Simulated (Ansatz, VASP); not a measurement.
## Two plane-wave programs on C

```
C
1.0
     2.52210    0.00000    0.00000
    -1.26105    2.18420    0.00000
     0.00000    0.00000    8.23710
C
8
Cartesian
  0.0000 0.0000 0.7722
  0.0000 0.0000 4.8908
  0.0000 0.0000 3.3463
  0.0000 0.0000 7.4649
  0.0000 1.4561 1.2870
  1.2610 0.7281 5.4056
  0.0000 1.4561 2.8315
  1.2610 0.7281 6.9501
```

Alike in both runs: task relaxation of cell and atoms; functional r2SCAN; k mesh 12 × 12 × 4; occupations gaussian, width 0.02 eV; no spin polarisation.

|  | VASP | Ansatz |
| --- | --- | --- |
| version | VASP 6.6.1 | Ansatz 0.2.0 |
| potentials or method | VASP PAW PBE potentials, release 64 (C), cutoff 600 eV | scalar-relativistic, plane waves, PAW |
| valence electrons in the cell | 32 | 32 |

|  | VASP | Ansatz | Ansatz less VASP |
| --- | --- | --- | --- |
| gap on the k mesh at the Fermi level, each at its own relaxed structure (eV) | 4.77 | 4.80 | +0.026 |
| relaxed volume (Å³/atom) | 5.65 | 5.65 | -0.004 |
| relaxed length of the cell vector where the two differ most in proportion (Å) | 2.510 | 2.510 | -0.0006 |

VASP's potentials were made for PBE, not for r2SCAN.
